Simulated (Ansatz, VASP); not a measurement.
# CrB5: VASP beside Ansatz

Contents of INCAR:

```
SYSTEM = CrB5
PREC = Accurate
ENCUT = 600
EDIFF = 1E-7
ISMEAR = 0
SIGMA = 0.1
LREAL = .False.
LASPH = .True.
NELM = 80
ALGO = Normal
ISIF = 3
LWAVE = .False.
LCHARG = .False.
GGA = PE
IBRION = 2
NSW = 100
EDIFFG = -0.01
```

Contents of KPOINTS:

```
Automatic mesh
0
Gamma
  12 12 12
  0 0 0
```

File POSCAR:

```
CrB5
1.0
    0.0000000000      2.7034850031      2.7034850031
    2.7034850031      0.0000000000      2.7034850031
    2.7034850031      2.7034850031      0.0000000000
Cr B
1 5
Direct
    0.0000000000      0.0000000000      0.0000000000
    0.7500000000      0.7500000000      0.7500000000
    0.3753991765      0.3753991765      0.8738024706
    0.3753991765      0.8738024706      0.3753991765
    0.8738024706      0.3753991765      0.3753991765
    0.3753991765      0.3753991765      0.3753991765
```

Input for Ansatz:

```yaml
crystal:
  lattice:
    - [0.0, 2.7034850031, 2.7034850031]
    - [2.7034850031, 0.0, 2.7034850031]
    - [2.7034850031, 2.7034850031, 0.0]
  atoms:
    - { symbol: Cr, position: [0.0, 0.0, 0.0] }
    - { symbol: B, position: [0.75, 0.75, 0.75] }
    - { symbol: B, position: [0.3753991765, 0.3753991765, 0.8738024706] }
    - { symbol: B, position: [0.3753991765, 0.8738024706, 0.3753991765] }
    - { symbol: B, position: [0.8738024706, 0.3753991765, 0.3753991765] }
    - { symbol: B, position: [0.3753991765, 0.3753991765, 0.3753991765] }
basis:
  ecutwfc: 420
kpoints:
  mp_grid: { grid: [12, 12, 12] }
hamiltonian:
  xc: pbe
scf:
  occupations: { method: gaussian, width: 0.1 }
output:
  forces: true
  stress: true
  eigenvalues: true
  write_density: true
  write_potential: true
  elf: true
  volumetric_format: npy
relax:
  adjacent_minimum: "off"
  f_tol: 0.01
  max_steps: 80
  cell: { stress_tol: 0.05 }
```

Change from the starting cell: species swapped into the ZrCu5 type (F-43m, No. 216).

Alike in both runs: task relaxation of cell and atoms; functional PBE; k mesh 12 × 12 × 12; occupations gaussian, width 0.1 eV; no spin polarisation.

|  | VASP | Ansatz |
| --- | --- | --- |
| version | VASP 6.6.1 | Ansatz 0.2.0 |
| potentials or method | VASP PAW PBE potentials, release 64 (Cr_pv, B), cutoff 600 eV | scalar-relativistic, plane waves, PAW |
| valence electrons in the cell | 27 | 29 |

Ansatz gave:

```
gap on the k mesh at the Fermi level, each at its own relaxed structure (eV) : none
relaxed volume (Å³/atom)                                                     : 6.58
relaxed length of the cell vector where the two differ most in proportion (Å)              : 3.821
```

Question: Which values does VASP return?

Answer: gap on the k mesh at the Fermi level, each at its own relaxed structure (eV): none; relaxed volume (Å³/atom): 6.57; relaxed length of the cell vector where the two differ most in proportion (Å): 3.821.

A gap of «none» marks a metal or a gap that the smearing closes. VASP's potentials hold 27 valence electrons a cell and Ansatz's 29, so a difference there can come from the potentials and not from the codes.
